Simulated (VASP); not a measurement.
# HfO2 (fluorite type) in VASP: settings compared, part 2 of 2

VASP 6.6.1. The steps go on from the part before.

**5. Single point, HSE06**

This run uses another cell than the first one, of 9.99 Å³/atom.

File POSCAR:

```
HfO2
1.0
    0.0000000000      2.4655126745      2.4655126745
    2.4655126745      0.0000000000      2.4655126745
    2.4655126745      2.4655126745      0.0000000000
Hf O
1 2
Direct
    0.0000000000      0.0000000000      0.0000000000
    0.2500000000      0.2500000000      0.2500000000
    0.7500000000      0.7500000000      0.7500000000
```

File INCAR.step1:

```
PREC = Accurate
ENCUT = 520
EDIFF = 1E-5
ISMEAR = -1
SIGMA = 0.05
LREAL = False
LASPH = True
NELM = 100
ALGO = Normal
ISIF = 2
LWAVE = True
LCHARG = False
GGA = PE
NBANDS = 18
```

File INCAR.step2:

```
PREC = Accurate
ENCUT = 520
EDIFF = 1E-6
ISMEAR = -1
SIGMA = 0.05
LREAL = False
LASPH = True
NELM = 100
ALGO = Normal
ISIF = 2
LWAVE = False
LCHARG = False
GGA = PE
LHFCALC = True
HFSCREEN = 0.2079
PRECFOCK = Normal
ISTART = 1
NBANDS = 18
```

File KPOINTS:

```
regular mesh
0
Gamma
  4 4 4
```

Potentials or basis: VASP PAW PBE potentials, release 64 (Hf_pv, O).

Run with:

```bash
$ cat potpaw_PBE.64/Hf_pv/POTCAR potpaw_PBE.64/O/POTCAR > POTCAR
$ cp INCAR.step1 INCAR
$ mpirun -np 1 vasp_std > vasp.out
$ cp INCAR.step2 INCAR
$ mpirun -np 1 vasp_std > vasp.out
```

OUTCAR:

```text
PREC = Accurate
   ENCUT = 520
   EDIFF = 1E-6
   ISMEAR = -1
   LREAL = False
   LASPH = True
   NELM = 100
   ISIF = 2
   GGA = PE
   LHFCALC = True
   HFSCREEN = 0.2079
   PRECFOCK = Normal
   ISTART = 1

 ion  position               nearest neighbor table
   1  0.000  0.000  0.000-   3 2.14   2 2.14   3 2.14   2 2.14   3 2.14   3 2.14   2 2.14   2 2.14

   2  0.250  0.250  0.250-   1 2.14   1 2.14   1 2.14   1 2.14
   3  0.750  0.750  0.750-   1 2.14   1 2.14   1 2.14   1 2.14
[... 353 lines left out ...]

  FORCE on cell =-STRESS in cart. coord.  units (eV):
  Direction    XX          YY          ZZ          XY          YZ          ZX
  --------------------------------------------------------------------------------------
  -------------------------------------------------------------------------------------
  Total        3.3439278      3.3439278      3.3439278     -0.0000000     -0.0000000      0.0000000
  in kB      178.7375329    178.7375329    178.7375329     -0.0000000     -0.0000000      0.0000000
  external PRESSURE =     178.7375329 kB  Pullay stress =       0.0000000 kB

 VOLUME and BASIS-vectors are now :
 -----------------------------------------------------------------------------
  energy-cutoff  :      520.00
  volume of cell :       29.97
      direct lattice vectors                 reciprocal lattice vectors
     0.000000000  2.465512674  2.465512674    -0.202797578  0.202797578  0.202797578
     2.465512674  0.000000000  2.465512674     0.202797578 -0.202797578  0.202797578
     2.465512674  2.465512674  0.000000000     0.202797578  0.202797578 -0.202797578

 POSITION                                       TOTAL-FORCE (eV/Angst)
 -----------------------------------------------------------------------------------
      0.00000      0.00000      0.00000        -0.000000     -0.000000     -0.000000
      1.23276      1.23276      1.23276        -0.000000     -0.000000     -0.000000
      3.69827      3.69827      3.69827         0.000000      0.000000      0.000000
 -----------------------------------------------------------------------------------
    total drift:                                0.000001      0.000001      0.000002

  FREE ENERGIE OF THE ION-ELECTRON SYSTEM (eV)
  ---------------------------------------------------
  free  energy   TOTEN  =       -36.1746573764 eV

  energy  without entropy=      -36.1746573763  energy(sigma->0) =      -36.17465738
```

OSZICAR.step1:

```text
N       E                     dE             d eps       ncg     rms          rms(c)
DAV:   1     0.849938457077E+02    0.84994E+02   -0.12706E+04   288   0.121E+03
DAV:   2    -0.319030409301E+02   -0.11690E+03   -0.11450E+03   364   0.285E+02
DAV:   3    -0.356795595039E+02   -0.37765E+01   -0.37611E+01   324   0.445E+01
DAV:   4    -0.357023903056E+02   -0.22831E-01   -0.22827E-01   364   0.374E+00
DAV:   5    -0.357024885757E+02   -0.98270E-04   -0.98269E-04   316   0.240E-01    0.574E+01
DAV:   6    -0.301323699823E+02    0.55701E+01   -0.18983E+01   298   0.330E+01    0.477E+01
DAV:   7    -0.300691632432E+02    0.63207E-01   -0.60962E-01   332   0.656E+00    0.307E+01
DAV:   8    -0.300579443414E+02    0.11219E-01   -0.16122E-01   312   0.382E+00    0.779E+00
DAV:   9    -0.300462021454E+02    0.11742E-01   -0.43765E-02   306   0.166E+00    0.237E+00
DAV:  10    -0.300462079980E+02   -0.58525E-05   -0.26285E-03   306   0.405E-01    0.176E-01
DAV:  11    -0.300462574536E+02   -0.49456E-04   -0.13663E-04   348   0.105E-01    0.210E-01
DAV:  12    -0.300462629445E+02   -0.54909E-05   -0.27809E-05   298   0.367E-02
   1 F= -.30046263E+02 E0= -.30046263E+02  d E =-.360860E-10
```

Wall time 6.2 min (1 thread of AMD EPYC 7R43 (Zen 3), shared host); peak memory 0.23 GiB.

Results:

```yaml
Free_energy: -36.1747 eV
Pressure: 17.9 GPa
Band_gap_on_the_k_mesh: 5.60 eV
```

Caveat: the k points lie up to 0.55 Å⁻¹ apart; the PAW data sets were made with another functional, which shifts forces and pressure a little; spin-orbit coupling is left out, which moves the levels of the heavy elements.

**6. Single point, HSE06**

This run uses another cell than the first one, of 10.32 Å³/atom.

File POSCAR:

```
HfO2
1.0
    0.0000000000      2.4920255963      2.4920255963
    2.4920255963      0.0000000000      2.4920255963
    2.4920255963      2.4920255963      0.0000000000
Hf O
1 2
Direct
    0.0000000000      0.0000000000      0.0000000000
    0.2500000000      0.2500000000      0.2500000000
    0.7500000000      0.7500000000      0.7500000000
```

File INCAR.step1:

```
SYSTEM = HfO2
PREC     = Accurate       ! precision mode
ENCUT    = 520            ! plane-wave cutoff, eV
EDIFF    = 1E-5           ! SCF threshold, eV
ISMEAR   = -1             ! smearing method
SIGMA    = 0.05           ! smearing width, eV
LREAL    = .FALSE.        ! projectors in reciprocal space
LASPH    = .TRUE.         ! aspherical terms in the spheres
NELM     = 80             ! most SCF steps
ALGO     = Normal         ! electronic algorithm
ISIF     = 2              ! what is computed and relaxed
LWAVE    = .TRUE.         ! write WAVECAR
LCHARG   = .FALSE.        ! write CHGCAR
NBANDS   = 18             ! bands
GGA      = PE             ! functional
```

File INCAR.step2:

```
SYSTEM = HfO2
PREC     = Accurate       ! precision mode
ENCUT    = 520            ! plane-wave cutoff, eV
EDIFF    = 1E-6           ! SCF threshold, eV
ISMEAR   = -1             ! smearing method
SIGMA    = 0.05           ! smearing width, eV
LREAL    = .FALSE.        ! projectors in reciprocal space
LASPH    = .TRUE.         ! aspherical terms in the spheres
NELM     = 80             ! most SCF steps
ALGO     = Normal         ! electronic algorithm
ISIF     = 2              ! what is computed and relaxed
LWAVE    = .FALSE.        ! write WAVECAR
LCHARG   = .FALSE.        ! write CHGCAR
GGA      = PE             ! functional
LHFCALC  = .TRUE.         ! exact exchange
HFSCREEN = 0.2079         ! screening, 1/A
PRECFOCK = Normal       
NBANDS   = 18             ! bands
ISTART   = 1
```

File KPOINTS:

```
regular mesh
0
G
  4 4 4
  0 0 0
```

Potentials or basis: VASP PAW PBE potentials, release 64 (Hf_pv, O).

Run with:

```bash
$ cat potpaw_PBE.64/Hf_pv/POTCAR potpaw_PBE.64/O/POTCAR > POTCAR
$ cp INCAR.step1 INCAR
$ mpirun -np 1 vasp_std > vasp.out
$ cp INCAR.step2 INCAR
$ mpirun -np 1 vasp_std > vasp.out
```

Wall time 6.6 min (1 thread of AMD EPYC 7R43 (Zen 3), shared host); peak memory 0.22 GiB.

It converged, with:

| Quantity | Value |
| --- | --- |
| Free energy | -36.2523 eV |
| Pressure | 7.3 GPa |
| Band gap on the k mesh | 5.50 eV |

Levels at points of the mesh, in eV from the valence-band top:
```
           k point  band 8  band 9  band 10  band 11  band 12  band 13  band 14  band 15
(0.00, 0.00, 0.00)   -6.13   -0.69    -0.69    -0.69     5.61     5.61     7.85    13.08
(0.50, 0.00, 0.00)   -3.38   -3.07    -2.08    -2.08     6.46     6.46     9.20    10.89
(0.50, 0.50, 0.00)   -3.91   -1.74    -1.74     0.00     5.50     7.56     8.81    10.38
```

Caveat: the k points lie up to 0.55 Å⁻¹ apart; the PAW data sets were made with another functional, which shifts forces and pressure a little; spin-orbit coupling is left out, which moves the levels of the heavy elements. A k mesh can miss the band edges.

**7. The runs side by side**

```csv
level,cell,k mesh,smearing,grid for exact exchange (PRECFOCK),share of exact exchange,screening parameter,gap on the mesh (eV),pressure (GPa)
r2SCAN,"a = 3.585 Å, angles 60.0°, 3 atoms, atomic positions A",6 × 6 × 6,fermi-dirac 0.02 eV,-,-,-,4.29,-5.7
PBE,"a = 3.585 Å, angles 60.0°, 3 atoms, atomic positions A",8 × 8 × 8,fermi-dirac 0.1 eV,-,-,-,3.80,0.4
PBE,"a = 3.585 Å, angles 60.0°, 3 atoms, atomic positions B",8 × 8 × 8,fermi-dirac 0.1 eV,-,-,-,3.80,0.4
HSE06,"a = 3.487 Å, angles 60.0°, 3 atoms, atomic positions A",4 × 4 × 4,fermi-dirac 0.05 eV,Normal,0.25,0.2079 1/Å,5.60,17.9
HSE06,"a = 3.524 Å, angles 60.0°, 3 atoms, atomic positions A",4 × 4 × 4,fermi-dirac 0.05 eV,Normal,0.25,0.2079 1/Å,5.50,7.3
```

Alike in all rows: task single point; potentials or basis VASP PAW PBE potentials, release 64 (Hf_pv, O); no spin polarisation; cutoff (eV) 520.

Caveats: some runs use coarse meshes; spin-orbit coupling is left out, which moves the levels of the heavy elements; the PAW data sets were made with another functional, which shifts forces and pressure a little (at least some runs); the cell stands under tension (at least some runs).

Total energies depend on the potentials used, so only differences within one code and one set of settings carry meaning.
